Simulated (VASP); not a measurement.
Ge16N (a cell with a defect), 17 atoms in the cell. The cell holds a defect, 17 atoms: a = 8.004 Å, b = 8.004 Å, c = 8.004 Å, α = 60.00°, β = 60.00°, γ = 60.00°. 

```yaml
Program: VASP 6.6.1
Task: single point
Functional: PBE
Potentials_or_basis: VASP PAW PBE potentials, release 64 (Ge_d, N)
Cutoff: 520 eV
k_mesh: 2 × 2 × 2
Occupations: fermi-dirac, width 0.05 eV
Spin: no spin polarisation
Dipole_correction: no
Further_INCAR_settings: LREAL = Auto; ALGO = Normal; EDIFF = 1e-06; NBANDS = 128
```

Potentials or basis: VASP PAW PBE potentials, release 64 (Ge_d, N).

Launch:

```bash
$ cat potpaw_PBE.64/Ge_d/POTCAR potpaw_PBE.64/N/POTCAR > POTCAR
$ mpirun -np 1 vasp_std > vasp.out
```

Hardware: 1 thread of Oxide Virtual Turin-like Processor (shared host).

Q: How long does it take, and how much memory?

A: Wall time 16 min on 1 thread of Oxide Virtual Turin-like Processor, with other jobs on the host, peak memory 0.58 GiB. Counts: scf iterations 17, k points 8.
